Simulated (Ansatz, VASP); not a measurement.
Two plane-wave programs on BeTe

```
CELL_PARAMETERS angstrom
1.78700 -4.79745 0.00000
1.78700 4.79745 0.00000
0.00000 0.00000 3.56915
ATOMIC_POSITIONS crystal
Be 0.50000 0.50000 0.50000
Te 0.00000 0.00000 0.00000
```

Alike in both runs: task single point; functional PBE-based screened hybrid; k mesh 4 × 4 × 4; occupations fermi-dirac, width 0.05 eV; no spin polarisation.

|  | VASP | Ansatz |
| --- | --- | --- |
| version | VASP 6.6.1 | Ansatz 0.2.0 |
| potentials or method | VASP PAW PBE potentials, release 64 (Be, Te) | Ansatz PAW |
| plane-wave cutoff (eV) | 520 | 420 |
| valence electrons in the cell | 8 | 18 |

Ansatz gave:

```
gap on the k mesh at the Fermi level (eV)                     : none
pressure (GPa)                                                : -0.7
traceless stress, the component that is largest in VASP (GPa) : 0.52
```

Q: Estimate VASP's values.

A: gap on the k mesh at the Fermi level (eV): none; pressure (GPa): -0.8; traceless stress, the component that is largest in VASP (GPa): 0.64.

VASP's potentials were made for PBE, not for PBE-based screened hybrid. A gap of «none» marks a metal or a gap that the smearing closes. The functional is the same, so the differences come from potentials, cutoffs and numerics. VASP's potentials hold 8 valence electrons a cell and Ansatz's 18, so a difference there can come from the potentials and not from the codes.

The k mesh is coarse, so the values compare programs but aren't converged. Spin-orbit coupling is off throughout.
